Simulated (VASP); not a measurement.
Wanted: the native input for a VASP 6.6.1 run.

```
Task                   : relaxation of cell and atoms
Functional             : PBEsol
Potentials or basis    : VASP PAW PBE potentials, release 64 (Y_sv, B)
Cutoff                 : 600 eV
k mesh                 : 10 × 10 × 10
Occupations            : fermi-dirac, width 0.15 eV
Spin                   : no spin polarisation
Target pressure        : 5 GPa
Dipole correction      : no
Further INCAR settings : ALGO = Normal; EDIFF = 1e-06; IBRION = 2; EDIFFG = -0.001; NSW = 80; ISIF = 3
```

The structure of YB6 lies in POSCAR:

```
YB6
1.0
    4.0761122769      0.0000000000      0.0000000000
    0.0000000000      4.0761122769      0.0000000000
    0.0000000000      0.0000000000      4.0761122769
Y B
1 6
Direct
    0.0000000000      0.0000000000      0.0000000000
    0.1988080578      0.5000000000      0.5000000000
    0.5000000000      0.1988080578      0.5000000000
    0.8011919422      0.5000000000      0.5000000000
    0.5000000000      0.8011919422      0.5000000000
    0.5000000000      0.5000000000      0.1988080578
    0.5000000000      0.5000000000      0.8011919422
```

One way to write it, as run:

INCAR

```
SYSTEM = YB6
PREC     = Accurate       ! precision mode
ENCUT    = 600            ! plane-wave cutoff, eV
EDIFF    = 1E-6           ! SCF threshold, eV
ISMEAR   = -1             ! smearing method
SIGMA    = 0.15           ! smearing width, eV
LREAL    = .False.        ! projectors in reciprocal space
LASPH    = .True.         ! aspherical terms in the spheres
NELM     = 100            ! most SCF steps
ALGO     = Normal         ! electronic algorithm
ISIF     = 3              ! what is computed and relaxed
LWAVE    = .False.        ! write WAVECAR
LCHARG   = .False.        ! write CHGCAR
GGA      = PS             ! functional
IBRION   = 2              ! ionic algorithm
NSW      = 80             ! ionic steps
EDIFFG   = -0.001         ! ionic threshold
PSTRESS  = 50.0
```

KPOINTS

```
Automatic mesh
0
Gamma
  10 10 10
  0 0 0
```

Potentials or basis: VASP PAW PBE potentials, release 64 (Y_sv, B).

The run is started by

```bash
$ cat potpaw_PBE.64/Y_sv/POTCAR potpaw_PBE.64/B/POTCAR > POTCAR
$ mpirun -np 1 vasp_std > vasp.out
```

Results of the run:

```json
{
  "Relaxed volume": "9.43 Å³/atom",
  "Relaxed cell": "a = 4.041 Å, b = 4.041 Å, c = 4.041 Å, α = 90.00°, β = 90.00°, γ = 90.00°",
  "Space group after relaxing (to 0.05 Å)": "Pm-3m (No. 221)",
  "Energy change on relaxing (the enthalpy is what falls)": "+3.9 meV/atom",
  "Ionic steps": "8",
  "Pressure after relaxing": "5.0 GPa"
}
```

Caveat: the cell is relaxed towards a set pressure, so the enthalpy falls and the energy may rise; the PAW data sets were made with another functional, which shifts forces and pressure a little.

It took 8 min on 1 thread of Oxide Virtual Turin-like Processor, on a shared host, peak memory 0.24 GiB.
